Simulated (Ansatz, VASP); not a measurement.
# MgCd3Se4 in VASP and in Ansatz

```xyz
8
Lattice="6.1428 0.0000 0.0000 0.0000 6.1428 0.0000 0.0000 0.0000 6.1428" Properties=species:S:1:pos:R:3 pbc="T T T"
Mg    3.0714    3.0714    3.0714
Cd    0.0000    0.0000    3.0714
Cd    0.0000    3.0714    0.0000
Cd    3.0714    0.0000    0.0000
Se    4.5744    4.5744    4.5744
Se    4.5744    1.5684    1.5684
Se    1.5684    4.5744    1.5684
Se    1.5684    1.5684    4.5744
```

Alike in both runs: functional PBE; k mesh 6 × 6 × 6; occupations gaussian, width 0.02 eV; no spin polarisation.

Ansatz relaxed the structure, and its values are those at the end. VASP's run is a single point on that final structure, the one shown.

|  | VASP | Ansatz |
| --- | --- | --- |
| version | VASP 6.6.1 | Ansatz 0.2.0 |
| potentials or method | VASP PAW PBE potentials, release 64 (Mg, Cd, Se), cutoff 520 eV | scalar-relativistic, plane waves, PAW |
| valence electrons in the cell | 62 | 134 |

```csv
,VASP,Ansatz,Ansatz less VASP
gap on the k mesh at the Fermi level (eV),0.99,0.99,+0.001
least direct gap on the mesh (eV),0.99,0.99,+0.001
pressure (GPa),0.2,0.0,-0.18
rms of the force components (eV/Å),0.013,0.000,-0.0129
```

With one functional, cell and mesh, what is left measures potentials, basis and numerics. VASP's potentials hold 62 valence electrons a cell and Ansatz's 134, so a difference there can come from the potentials and not from the codes.
